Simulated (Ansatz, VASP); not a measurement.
**FeGe: VASP beside Ansatz**

```
CELL_PARAMETERS angstrom
4.72133 0.00000 0.00000
0.00000 4.72133 0.00000
0.00000 0.00000 4.72133
ATOMIC_POSITIONS crystal
Fe 0.13453 0.13453 0.13453
Fe 0.36547 0.86547 0.63453
Fe 0.63453 0.36547 0.86547
Fe 0.86547 0.63453 0.36547
Ge 0.84478 0.84478 0.84478
Ge 0.65522 0.15522 0.34478
Ge 0.34478 0.65522 0.15522
Ge 0.15522 0.34478 0.65522
```

Alike in both runs: task single point; functional r2SCAN; k mesh 8 × 8 × 8; occupations gaussian, width 0.05 eV; no spin polarisation.

|  | VASP | Ansatz |
| --- | --- | --- |
| version | VASP 6.6.1 | Ansatz 0.2.0 |
| potentials or method | VASP PAW PBE potentials, release 64 (Fe, Ge_d), cutoff 520 eV | scalar-relativistic, plane waves, PAW |
| valence electrons in the cell | 88 | 120 |

VASP gave:

```
gap on the k mesh at the Fermi level (eV) : 0.18
least direct gap on the mesh (eV)         : 0.20
pressure (GPa)                            : -14.8
rms of the force components (eV/Å)        : 0.319
```

Estimate Ansatz's values.

gap on the k mesh at the Fermi level (eV): 0.19; least direct gap on the mesh (eV): 0.21; pressure (GPa): -14.8; rms of the force components (eV/Å): 0.321.

VASP's potentials were made for PBE, not for r2SCAN. Atom by atom the forces differ by 0.010 eV/Å (rms over components). VASP's potentials hold 88 valence electrons a cell and Ansatz's 120, so a difference there can come from the potentials and not from the codes.
